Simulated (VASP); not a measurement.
Cu: single point with LDA

The system is Cu.

```xyz
1
Lattice="0.0000 1.7561 1.7561 1.7561 0.0000 1.7561 1.7561 1.7561 0.0000" Properties=species:S:1:pos:R:3 pbc="T T T"
Cu    0.0000    0.0000    0.0000
```

| Item | Value |
| --- | --- |
| Program | VASP 6.6.1 |
| Task | single point |
| Functional | LDA |
| Potentials or basis | VASP PAW LDA potentials, release 64 (Cu) |
| Cutoff | 520 eV |
| k mesh | 26 × 26 × 26 |
| Occupations | fermi-dirac, width 0.1 eV |
| Spin | no spin polarisation |

| Item | Value |
| --- | --- |
| Pressure | 1.9 GPa |

Levels at points of the mesh, in eV from the Fermi level:
```
           k point  band 4  band 5  band 6  band 7  band 8  band 9
(0.00, 0.00, 0.00)   -3.38   -2.42   -2.42   23.34   26.50   26.50
(0.50, 0.00, 0.00)   -1.77   -1.77   -1.26    4.16   21.81   23.26
(0.50, 0.50, 0.00)   -1.61   -1.61    1.40    7.72   13.66   13.66
```

Wall time 21 s on 1 thread of Intel(R) Xeon(R) 6975P-C (Granite Rapids) (shared host), peak memory 0.17 GiB.
